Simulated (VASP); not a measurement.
Write the native input for VASP 6.6.1 that does the following.

```yaml
Task: single point
Functional: HSE06
Potentials_or_basis: VASP PAW PBE potentials, release 64 (Al, N)
Cutoff: 520 eV
k_mesh: 6 × 6 × 4
Occupations: gaussian, width 0.01 eV
Spin: no spin polarisation
Dipole_correction: no
Grid_for_exact_exchange_PRECFOCK: Normal
Further_INCAR_settings: ALGO = Normal; EDIFF = 1e-06; NBANDS = 16
Share_of_exact_exchange: 0.25
Screening_parameter: 0.2079 1/Å
```

AlN:

```
CELL_PARAMETERS angstrom
3.10669 0.00000 0.00000
-1.55335 2.69048 0.00000
0.00000 0.00000 4.97859
ATOMIC_POSITIONS crystal
Al 0.33333 0.66667 0.99670
Al 0.66667 0.33333 0.49670
N 0.33333 0.66667 0.37830
N 0.66667 0.33333 0.87830
```

One way to write it, as run:

POSCAR

```
AlN
1.0
    3.1066937601      0.0000000000      0.0000000000
   -1.5533468801      2.6904757181      0.0000000000
    0.0000000000      0.0000000000      4.9785915499
Al N
2 2
Direct
    0.3333333333      0.6666666667     -0.0032954728
    0.6666666667      0.3333333333      0.4967045272
    0.3333333333      0.6666666667      0.3782954728
    0.6666666667      0.3333333333      0.8782954728
```

INCAR.step1

```
SYSTEM = AlN
ALGO = Normal
EDIFF = 1E-5
ENCUT = 520
GGA = PE
ISIF = 2
ISMEAR = 0
LASPH = .True.
LREAL = .False.
LWAVE = .True.
NBANDS = 16
NELM = 80
PREC = Accurate
SIGMA = 0.01
```

INCAR.step2

```
SYSTEM = AlN
ALGO = Normal
EDIFF = 1E-6
ENCUT = 520
GGA = PE
HFSCREEN = 0.2079
ISIF = 2
ISMEAR = 0
ISTART = 1
LASPH = .True.
LCHARG = .True.
LELF = .True.
LHFCALC = .True.
LREAL = .False.
LVHAR = .True.
LWAVE = .False.
NBANDS = 16
NELM = 80
PREC = Accurate
PRECFOCK = Normal
SIGMA = 0.01
```

KPOINTS

```
k-points
0
Gamma
  6 6 4
  0 0 0
```

Potentials or basis: VASP PAW PBE potentials, release 64 (Al, N).

Launch:

```bash
$ cat potpaw_PBE.64/Al/POTCAR potpaw_PBE.64/N/POTCAR > POTCAR
$ cp INCAR.step1 INCAR
$ mpirun -np 1 vasp_std > vasp.out
$ cp INCAR.step2 INCAR
$ mpirun -np 1 vasp_std > vasp.out
```

It gave:

```yaml
Pressure: -0.8 GPa
Largest_force: 0.008 eV/Å
Band_gap_on_the_k_mesh: 5.59 eV
```

Caveat: the PAW data sets were made with another functional, which shifts forces and pressure a little.

Wall time 39 min on 1 thread of Intel Xeon 8259CL, on a shared host, peak memory 0.27 GiB.
